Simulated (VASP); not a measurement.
A run of VASP 6.6.1:

The input INCAR:

```
SYSTEM = GeCN2
  PREC = Accurate
  ENCUT = 520
  EDIFF = 1E-7
  ISMEAR = -1
  SIGMA = 0.05
  LREAL = .FALSE.
  LASPH = .TRUE.
  NELM = 100
  ALGO = Normal
  ISIF = 2
  LWAVE = .FALSE.
  LCHARG = .TRUE.
  LELF = .TRUE.
  LVHAR = .TRUE.
  NBANDS = 22
```

KPOINTS

```
regular mesh
0
G
  9 9 9
  0 0 0
```

POSCAR

```
GeCN2
1.0
    1.8056701223      1.0425041312      4.9545539055
   -1.8056701223      1.0425041312      4.9545539055
    0.0000000000     -2.0850082624      4.9545539055
Ge N C
1 2 1
Direct
    0.0000000000      0.0000000000      0.0000000000
    0.5839044000      0.5839044000      0.5839044000
    0.4160956000      0.4160956000      0.4160956000
    0.5000000000      0.5000000000      0.5000000000
```

Potentials or basis: VASP PAW LDA potentials, release 64 (Ge_d, N, C).

Command:

```console
$ cat potpaw_LDA.64/Ge_d/POTCAR potpaw_LDA.64/N/POTCAR potpaw_LDA.64/C/POTCAR > POTCAR
$ mpirun -np 1 vasp_std > vasp.out
```

Hardware: 1 thread of Intel(R) Xeon(R) 6975P-C (Granite Rapids) (shared host).

Problem. How long does it take, and how much memory?

Solution. It took 92 s on 1 thread of Intel(R) Xeon(R) 6975P-C (Granite Rapids), on a shared host, peak memory 0.26 GiB. Counts: scf iterations 14, k points 85.
